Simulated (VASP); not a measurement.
Tl3Cu:

```
Tl Cu
1.0
     4.71700    0.00000    0.00000
     0.00000    4.71700    0.00000
     0.00000    0.00000    4.71700
Tl Cu
3 1
Direct
  0.00000 0.50000 0.50000
  0.50000 0.00000 0.50000
  0.50000 0.50000 0.00000
  0.00000 0.00000 0.00000
```

Base run:

| Property | Result |
| --- | --- |
| Program | VASP 6.6.1 |
| Functional | PBEsol |
| Potentials or basis | VASP PAW PBE potentials, release 64 (Tl_d, Cu) |
| Cutoff | 520 eV |
| k mesh | 6 × 6 × 6 |
| Occupations | gaussian, width 0.1 eV |
| Spin | no spin polarisation |

Its results: band gap on the k mesh zero (bands 25 and 26 overlap by 3.15 eV); pressure -3.2 GPa.

Question: After a change of settings the same cell gave: band gap on the k mesh zero (bands 25 and 26 overlap by 2.06 eV); pressure -2.5 GPa. Which change was it?
A. k mesh from 6 × 6 × 6 to 3 × 3 × 3
B. k mesh from 6 × 6 × 6 to 2 × 2 × 2; further incar settings from ALGO = Normal; EDIFF = 1e-07; NBANDS = 33 to ALGO = Normal; EDIFF = 1e-06; NBANDS = 33
C. k mesh from 6 × 6 × 6 to 5 × 5 × 5

Answer: A.

Caveats: some runs use coarse meshes; the PAW data sets were made with another functional, which shifts forces and pressure a little; spin-orbit coupling is left out, which moves the levels of the heavy elements; the cell stands under tension (at least some runs).
